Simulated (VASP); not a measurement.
A run of VASP 6.6.1:

File INCAR:

```
SYSTEM = W
PREC = Accurate
ENCUT = 520
EDIFF = 1E-6
ISMEAR = 0
SIGMA = 0.15
LREAL = .FALSE.
LASPH = .TRUE.
NELM = 60
ALGO = Fast
ISIF = 2
LWAVE = .FALSE.
LCHARG = .FALSE.
GGA = PE
NBANDS = 13
```

The input KPOINTS:

```
Automatic mesh
0
G
  20 20 20
  0 0 0
```

Contents of POSCAR:

```
W
1.0
   -1.5973000000      1.5973000000      1.6771650000
    1.5973000000     -1.5973000000      1.6771650000
    1.5973000000      1.5973000000     -1.6771650000
W
1
Direct
    0.0000000000      0.0000000000      0.0000000000
```

Potentials or basis: VASP PAW PBE potentials, release 64 (W_sv).

The run is started by

```console
$ cat potpaw_PBE.64/W_sv/POTCAR > POTCAR
$ mpirun -np 1 vasp_std > vasp.out
```

Hardware: 1 thread of Intel Xeon 8259CL, on a shared host.

**Question.** Estimate the wall time of this run.

**Answer.** It took 2.8 min on 1 thread of Intel Xeon 8259CL, on a shared host, peak memory 0.25 GiB. Counts: scf iterations 12, k points 641.
